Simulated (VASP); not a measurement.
# InP (I-4m2) in VASP: further runs

Runs on InP. Level: LDA. Tasks: single point.

Program: VASP 6.6.1. These are calculated values, not measurements. Logs are shortened: lines on timing, memory, paths and dates and some standing lists are left out, and cuts for length are marked.

## Step 1: The cell of the first run

It takes space group I-4m2 (No. 119, tetragonal). Conventional cell: a = 4.454 Å, b = 4.454 Å, c = 5.251 Å, α = 90.00°, β = 90.00°, γ = 90.00°. Within 3.4 Å of In (site symmetry -4m2) lie 4 P at 2.59 Å. P (site symmetry -4m2) has 4 In at 2.59 Å within 3.4 Å.

## Step 2: Single point, LDA (26.05 Å³/atom)

Contents of INCAR:

```
SYSTEM = InP
PREC = Accurate ; ENCUT = 520
EDIFF = 1E-6 ; ISMEAR = 0
SIGMA = 0.05 ; LREAL = .FALSE.
LASPH = .TRUE. ; NELM = 80
ALGO = Normal ; ISIF = 2
LWAVE = .FALSE. ; LCHARG = .TRUE.
LELF = .TRUE. ; LVHAR = .TRUE.
NBANDS = 16
```

Contents of KPOINTS:

```
Automatic mesh
0
G
  12 12 12
  0 0 0
```

Contents of POSCAR:

```
InP
1.0
    0.0000000000      2.6256754680      3.1498026247
    3.1498026247      0.0000000000      3.1498026247
    3.1498026247      2.6256754680      0.0000000000
In P
1 1
Direct
    0.0000000000      0.0000000000      0.0000000000
    0.7500000000      0.7500000000      0.7500000000
```

Potentials or basis: VASP PAW LDA potentials, release 64 (In_d, P).

Started as:

```sh
$ cat potpaw_LDA.64/In_d/POTCAR potpaw_LDA.64/P/POTCAR > POTCAR
$ mpirun -np 1 vasp_std > vasp.out
```

OUTCAR:

```text
SYSTEM = InP
   PREC = Accurate
   ENCUT = 520
   EDIFF = 1E-6
   ISMEAR = 0
   LREAL = .FALSE.
   LASPH = .TRUE.
   NELM = 80
   ISIF = 2

 ion  position               nearest neighbor table
   1  0.000  0.000  0.000-   2 2.59   2 2.59   2 2.59   2 2.59
   2  0.750  0.750  0.750-   1 2.59   1 2.59   1 2.59   1 2.59

  LATTYP: Found a body centered tetragonal cell.
 ALAT       =     4.4544935906
 C/A-ratio  =     1.1788884256

  Lattice vectors:

 A1 = (   0.0000000000,  -2.6256754680,   3.1498026247)
 A2 = (   0.0000000000,  -2.6256754680,  -3.1498026247)
 A3 = (   3.1498026247,   2.6256754680,   0.0000000000)

Analysis of symmetry for initial positions (statically):
=====================================================================
 Subroutine PRICEL returns:
 Original cell was already a primitive cell.

 Routine SETGRP: Setting up the symmetry group for a
 body centered tetragonal supercell.

 Subroutine GETGRP returns: Found  8 space group operations
 (whereof  8 operations were pure point group operations)
 out of a pool of 16 trial point group operations.

The static configuration has the point symmetry D_2d.

Analysis of symmetry for dynamics (positions and initial velocities):
=====================================================================
 Subroutine PRICEL returns:
 Original cell was already a primitive cell.

 Routine SETGRP: Setting up the symmetry group for a
 body centered tetragonal supercell.

 Subroutine GETGRP returns: Found  8 space group operations
 (whereof  8 operations were pure point group operations)
 out of a pool of 16 trial point group operations.

The dynamic configuration has the point symmetry D_2d.

 Subroutine INISYM returns: Found  8 space group operations
 (whereof  8 operations are pure point group operations),
 and found     1 'primitive' translations

----------------------------------------------------------------------------------------

                                     Primitive cell

  volume of cell :      52.1000

  direct lattice vectors                    reciprocal lattice vectors
     0.000000000  2.625675468  3.149802625    -0.158740105  0.190427190  0.158740105
     3.149802625  0.000000000  3.149802625     0.158740105 -0.190427190  0.158740105
     3.149802625  2.625675468  0.000000000     0.158740105  0.190427190 -0.158740105

  length of vectors
     4.100661927  4.454493591  4.100661927     0.294379613  0.294379613  0.294379613

  position of ions in fractional coordinates (direct lattice)
     0.000000000  0.000000000  0.000000000
     0.750000000  0.750000000  0.750000000

  ion indices of the primitive-cell ions
   primitive index   ion index
                 1           1
                 2           2

----------------------------------------------------------------------------------------

 KPOINTS: Automatic mesh

Automatic generation of k-mesh.
 Grid dimensions read from file:
 generate k-points for:   12   12   12

 Generating k-lattice:

  Cartesian coordinates                     Fractional coordinates (reciprocal lattice)
    -0.013228342  0.015868932  0.013228342     0.083333333  0.000000000 -0.000000000
     0.013228342 -0.015868932  0.013228342     0.000000000  0.083333333  0.000000000
     0.013228342  0.015868932 -0.013228342    -0.000000000  0.000000000  0.083333333

  Length of vectors
     0.024531634  0.024531634  0.024531634

  Shift w.r.t. Gamma in fractional coordinates (k-lattice)
     0.000000000  0.000000000  0.000000000

 Subroutine IBZKPT returns following result:
 ===========================================

 Found    163 irreducible k-points:

 Following reciprocal coordinates:
            Coordinates               Weight
  0.000000  0.000000  0.000000      1.000000
  0.083333  0.000000  0.000000      8.000000
  0.166667  0.000000 -0.000000      8.000000
  0.250000  0.000000  0.000000      8.000000
  0.333333  0.000000  0.000000      8.000000
  0.416667  0.000000  0.000000      8.000000
[... 16 lines left out ...]
  0.500000  0.166667  0.000000     16.000000
 -0.416667  0.166667  0.000000     16.000000
 [... further k-points ...]
   k-points           NKPTS =    163   k-points in BZ     NKDIM =    163   number of bands    NBANDS=     16
   number of dos      NEDOS =    301   number of ions     NIONS =      2
   total plane-waves  NPLWV =  32400
   dimension x,y,z NGX =    30 NGY =   36 NGZ =   30
   dimension x,y,z NGXF=    60 NGYF=   72 NGZF=   60
   ions per type =               1   1
   NGX,Y,Z   is equivalent  to a cutoff of  12.16, 13.44, 12.16 a.u.
   NGXF,Y,Z  is equivalent  to a cutoff of  24.32, 26.87, 24.32 a.u.
 SYSTEM =  InP
   PREC   = accura    normal or accurate (medium, high low for compatibility)
   ISTART =      0    job   : 0-new  1-cont  2-samecut
   ICHARG =      2    charge: 1-file 2-atom 10-const
   ISPIN  =      1    spin polarized calculation?
   LNONCOLLINEAR =      F non collinear calculations
   LSORBIT =      F    spin-orbit coupling
   LASPH  =      T    aspherical Exc in radial PAW
   ENCUT  =  520.0 eV  38.22 Ry    6.18 a.u.   7.62  8.28  7.62*2*pi/ulx,y,z
   NELM   =     80;   NELMIN=  2; NELMDL= -5     # of ELM steps
   EDIFF  = 0.1E-05   stopping-criterion for ELM
   LREAL  =      F    real-space projection
   EDIFFG = 0.1E-04   stopping-criterion for IOM
   NSW    =      0    number of steps for IOM
   IBRION =     -1    ionic relax: 0-MD 1-quasi-New 2-CG
   NFREE  =      0    steps in history (QN), initial steepest desc. (CG)
   ISIF   =      2    stress and relaxation
   ISYM   =      2    0-nonsym 1-usesym 2-fastsym
   POTIM  = 0.5000    time-step for ionic-motion
   TEBEG  =    0.0;   TEEND  =   0.0 temperature during run
   PSTRESS=    0.0 pullay stress
   NELECT =      18.0000    total number of electrons
   NUPDOWN=      -1.0000    fix difference up-down
   EMIN   =  10.00;   EMAX   =-10.00  energy-range for DOS
   EFERMI =   0.00;   METHOD = LEGACY
   ISMEAR =     0;   SIGMA  =   0.05  broadening in eV -4-tet -1-fermi 0-gaus
   EFERMI_NEDOS =   21; number of points for ismear=-14 and -15
   IALGO  =     38    algorithm
   IMIX   =      4    mixing-type and parameters
     AMIX     =   0.40;   BMIX     =  1.00
     AMIX_MAG =   1.60;   BMIX_MAG =  1.00
  volume/ion in A,a.u.               =      26.05       175.79
  Fermi-wavevector in a.u.,A,eV,Ry     =   1.148735  2.170794 17.954133  1.319592
  Thomas-Fermi vector in A             =   2.285408
   LORBIT       =      0    0 simple, 1 ext, 2 COOP (PROOUT), +10 PAW based schemes
   GGA     = CA    functional components
   LHFCALC =     F    Hartree Fock is set to
   AEXX    =    0.0000 exact exchange contribution
   IVDW    =     0    specifies the selected vdW correction
   LEPSILON=     F    determine dielectric tensor
   LRPA    =     F    only Hartree local field effects (RPA)
 non-spin polarized calculation
 Gauss-broadening in eV      SIGMA  =   0.05
  energy-cutoff  :      520.00
  volume of cell :       52.10
 maximum number of plane-waves:      1420
   NGX = 15   NGY = 17   NGZ = 15

 number of electron      17.9999999 magnetization

 Free energy of the ion-electron system (eV)
  ---------------------------------------------------
  ext. energy  EPLUGINS =         0.00000000
  ---------------------------------------------------
  free energy    TOTEN  =        -9.51790085 eV

  energy without entropy =       -9.51790012  energy(sigma->0) =       -9.51790049

 E-fermi :   4.9341     XC(G=0):  -9.4908

 val. band max:        4.8227338290   @ k =   0.0000   0.0000   0.0000
 cond. band min:       5.0324814276   @ k =   0.0000   0.0000   0.0000
 fundamental gap:      0.2097475986
 Fermi energy:         4.9340974365

 k-point     1 :       0.0000    0.0000    0.0000
  band No.  band energies     occupation
      1      -9.5082      2.00000
      2      -9.5082      2.00000
      3      -9.4509      2.00000
      4      -9.3853      2.00000
      5      -9.3569      2.00000
      6      -6.6083      2.00000
[... 8 lines left out ...]
     15      12.7305      0.00000
     16      14.3716      0.00000

 k-point     2 :       0.0833    0.0000    0.0000
  band No.  band energies     occupation
      1      -9.5108      2.00000
      2      -9.5050      2.00000
      3      -9.4532      2.00000
      4      -9.3855      2.00000
      5      -9.3557      2.00000
      6      -6.5326      2.00000
[... 8 lines left out ...]
     15      12.9606      0.00000
     16      13.8481      0.00000

 k-point     3 :       0.1667    0.0000   -0.0000
  band No.  band energies     occupation
      1      -9.5219      2.00000
      2      -9.4972      2.00000
      3      -9.4551      2.00000
      4      -9.3861      2.00000
      5      -9.3514      2.00000
      6      -6.3116      2.00000
[... 8 lines left out ...]
     15      12.8374      0.00000
     16      14.4756      0.00000

 k-point     4 :       0.2500    0.0000    0.0000
  band No.  band energies     occupation
      1      -9.5427      2.00000
      2      -9.4884      2.00000
      3      -9.4517      2.00000
      4      -9.3866      2.00000
      5      -9.3436      2.00000
      6      -5.9663      2.00000
[... 8 lines left out ...]
     15      12.9344      0.00000
     16      14.8648      0.00000
[... 324 lines left out ...]
 k-point    22 :       0.4167    0.1667    0.0000
  band No.  band energies     occupation
      1      -9.5864      2.00000
      2      -9.4625      2.00000
      3      -9.4328      2.00000
      4      -9.3857      2.00000
      5      -9.3382      2.00000
      6      -5.2590      2.00000
[... 8 lines left out ...]
     15      14.1457      0.00000
     16      15.4978      0.00000

 k-point    23 :       0.5000    0.1667    0.0000
  band No.  band energies     occupation
      1      -9.5934      2.00000
      2      -9.4637      2.00000
      3      -9.4323      2.00000
      4      -9.3867      2.00000
      5      -9.3312      2.00000
      6      -4.9149      2.00000
[... 8 lines left out ...]
     15      14.5705      0.00000
     16      15.1585      0.00000

 k-point    24 :      -0.4167    0.1667    0.0000
  band No.  band energies     occupation
      1      -9.5933      2.00000
      2      -9.4653      2.00000
      3      -9.4343      2.00000
      4      -9.3891      2.00000
      5      -9.3275      2.00000
      6      -4.8195      2.00000
[... 8 lines left out ...]
     15      14.7713      0.00000
     16      15.3989      0.00000

 [... further k-points ...]
[... 5 lines left out ...]
  --------------------------------------------------------------------------------------
  -------------------------------------------------------------------------------------
  Total       -1.9186553     -0.0151836     -1.9186553      0.0000000      0.0000000      0.0000000
  in kB      -59.0024183     -0.4669264    -59.0024183      0.0000000      0.0000000      0.0000000
  external PRESSURE =     -39.4905877 kB  Pullay stress =       0.0000000 kB

 VOLUME and BASIS-vectors are now :
 -----------------------------------------------------------------------------
  energy-cutoff  :      520.00
  volume of cell :       52.10
      direct lattice vectors                 reciprocal lattice vectors
     0.000000000  2.625675468  3.149802625    -0.158740105  0.190427190  0.158740105
     3.149802625  0.000000000  3.149802625     0.158740105 -0.190427190  0.158740105
     3.149802625  2.625675468  0.000000000     0.158740105  0.190427190 -0.158740105

 POSITION                                       TOTAL-FORCE (eV/Angst)
 -----------------------------------------------------------------------------------
      0.00000      0.00000      0.00000         0.000000      0.000000      0.000000
      4.72470      3.93851      4.72470         0.000000      0.000000     -0.000000
 -----------------------------------------------------------------------------------
    total drift:                                0.000001     -0.000001      0.000001

  FREE ENERGIE OF THE ION-ELECTRON SYSTEM (eV)
  ---------------------------------------------------
  free  energy   TOTEN  =        -9.5179008522 eV

  energy  without entropy=       -9.5179001230  energy(sigma->0) =       -9.51790049
```

Run time: 57 s. Hardware: 1 thread of AMD EPYC 9R45 (Zen 5), shared host; peak memory 0.22 GiB.

What came out:

| Quantity | Value |
| --- | --- |
| Free energy | -9.5179 eV |
| Pressure | -3.9 GPa |
| Band gap on the k mesh | 0.21 eV |

Stress tensor (GPa, compression positive):
```
-5.90  0.00  0.00
 0.00 -0.05  0.00
 0.00  0.00 -5.90
```

Levels at points of the mesh, in eV from the valence-band top:
```
           k point  band 5  band 6  band 7  band 8  band 9  band 10  band 11  band 12  band 13  band 14
(0.00, 0.00, 0.00)  -14.18  -11.43   -0.42   -0.42    0.00     0.21     3.77     4.07     4.07     7.87
(0.50, 0.00, 0.00)  -14.14   -9.80   -5.77   -1.59   -0.65     0.71     3.98     5.44     6.89     8.51
(0.50, 0.50, 0.00)  -14.16   -9.39   -6.18   -2.02   -1.93     1.84     2.54     7.80     7.81     8.43
(0.50, 0.00, 0.50)  -14.12   -8.83   -5.13   -3.00   -3.00     0.91     1.02     8.89     8.89     9.49
```

Caveat: the stress differs along the axes, from -6 to -0 GPa; semilocal functionals underestimate gaps, and a narrow one can read as zero; spin-orbit coupling is left out, which moves the levels of the heavy elements. A k mesh can miss the band edges.

## Step 3: Single point, LDA (26.05 Å³/atom)

Contents of INCAR:

```
SYSTEM = InP
PREC = Accurate ; ENCUT = 520
EDIFF = 1E-6 ; ISMEAR = 0
SIGMA = 0.05 ; LREAL = .False.
LASPH = .True. ; NELM = 80
ALGO = Normal ; ISIF = 2
LWAVE = .False. ; LCHARG = .True.
LELF = .True. ; LVHAR = .True.
NBANDS = 16
```

Contents of KPOINTS:

```
regular mesh
0
Gamma
  12 12 12
  0 0 0
```

Contents of POSCAR:

```
InP
1.0
    0.0000000000      3.3467778082      2.7899114773
    2.7899114773      0.0000000000      2.7899114773
    2.7899114773      3.3467778082      0.0000000000
In P
1 1
Direct
    0.0000000000      0.0000000000      0.0000000000
    0.7500000000      0.7500000000      0.7500000000
```

Potentials or basis: VASP PAW LDA potentials, release 64 (In_d, P).

Started as:

```sh
$ cat potpaw_LDA.64/In_d/POTCAR potpaw_LDA.64/P/POTCAR > POTCAR
$ mpirun -np 1 vasp_std > vasp.out
```

Wall time 58 s (1 thread of AMD EPYC 9R45 (Zen 5), shared host); peak memory 0.23 GiB.

It converged, with:

- Free energy: -9.4509 eV
- Pressure: -3.8 GPa
- Band gap on the k mesh: zero (filled and empty bands touch)

Stress tensor (GPa, compression positive):
```
 -0.15   0.00   0.00
  0.00 -10.95   0.00
  0.00   0.00  -0.15
```

Levels at points of the mesh, in eV from the Fermi level:
| k point | band 7 | band 8 | band 9 | band 10 | band 11 | band 12 |
| --- | --- | --- | --- | --- | --- | --- |
| (0.00, 0.00, 0.00) | -1.12 | -0.28 | -0.02 | -0.02 | 3.67 | 3.67 |
| (0.50, 0.00, 0.00) | -5.96 | -1.90 | -0.62 | 0.41 | 4.32 | 5.00 |
| (0.50, 0.50, 0.00) | -5.63 | -2.84 | -2.80 | 1.01 | 1.27 | 7.41 |
| (0.50, 0.00, 0.50) | -6.75 | -1.84 | -1.84 | 2.05 | 2.83 | 7.21 |

Caveat: the stress differs along the axes, from -11 to -0 GPa; semilocal functionals underestimate gaps, and a narrow one can read as zero; spin-orbit coupling is left out, which moves the levels of the heavy elements.

## Step 4: Single point, LDA (26.05 Å³/atom)

Contents of INCAR:

```
SYSTEM = InP
  PREC = Accurate
  ENCUT = 520
  EDIFF = 1E-6
  ISMEAR = 0
  SIGMA = 0.05
  LREAL = .False.
  LASPH = .True.
  NELM = 60
  ALGO = Normal
  ISIF = 2
  LWAVE = .False.
  LCHARG = .True.
  LELF = .True.
  LVHAR = .True.
  NBANDS = 16
```

KPOINTS is that of step 3.

Contents of POSCAR:

```
InP
1.0
    0.0000000000      3.2141430654      2.8468937692
    2.8468937692      0.0000000000      2.8468937692
    2.8468937692      3.2141430654      0.0000000000
In P
1 1
Direct
    0.0000000000      0.0000000000      0.0000000000
    0.7500000000      0.7500000000      0.7500000000
```

Started as:

```sh
$ cat potpaw_LDA.64/In_d/POTCAR potpaw_LDA.64/P/POTCAR > POTCAR
$ mpirun -np 1 vasp_std > vasp.out
```

Wall time 55 s (1 thread of AMD EPYC 9R45 (Zen 5), shared host); peak memory 0.23 GiB.

Results (log left out):

```
Free energy            : -9.5651 eV
Pressure               : -3.5 GPa
Band gap on the k mesh : 0.01 eV
```

Stress tensor (GPa, compression positive):
```
-1.29  0.00  0.00
 0.00 -7.94  0.00
 0.00  0.00 -1.29
```

Levels at points of the mesh, in eV from the valence-band top:
```csv
k point,band 6,band 7,band 8,band 9,band 10,band 11,band 12,band 13
"(0.00, 0.00, 0.00)",-11.50,-0.68,0.00,0.00,0.01,3.76,3.76,3.97
"(0.50, 0.00, 0.00)",-9.86,-5.84,-1.55,-0.72,0.81,4.35,4.91,6.68
"(0.50, 0.50, 0.00)",-9.11,-5.65,-2.64,-2.61,1.25,1.58,8.13,8.66
"(0.50, 0.00, 0.50)",-9.51,-6.39,-1.97,-1.97,1.92,2.63,7.77,8.98
```

Caveat: the stress differs along the axes, from -8 to -1 GPa; semilocal functionals underestimate gaps, and a narrow one can read as zero; spin-orbit coupling is left out, which moves the levels of the heavy elements.

## Step 5: Overview

| cell | gap on the mesh (eV) | pressure (GPa) |
| --- | --- | --- |
| a = 4.101, b = 4.454 Å, angles 57.1, 65.8, 57.1°, 2 atoms | 0.21 | -3.9 |
| a = 4.357, b = 3.946 Å, angles 63.1, 53.8, 63.1°, 2 atoms | none | -3.8 |
| a = 4.294, b = 4.026 Å, angles 62.0, 55.9, 62.0°, 2 atoms | 0.01 | -3.5 |

Alike in all rows: task single point; level LDA; potentials or basis VASP PAW LDA potentials, release 64 (In_d, P); no spin polarisation; k mesh 12 × 12 × 12; cutoff (eV) 520; smearing gaussian 0.05 eV.

Caveats: semilocal functionals underestimate gaps, and a narrow one can read as zero; spin-orbit coupling is left out, which moves the levels of the heavy elements; the stress differs along the axes, from -6 to -0 GPa (at least some runs); the stress differs along the axes, from -11 to -0 GPa (at least some runs); the stress differs along the axes, from -8 to -1 GPa (at least some runs).

Absolute energies hang on the potentials; compare differences alone.

The gap in the log of VASP goes by the Fermi energy; the results here count the filled bands.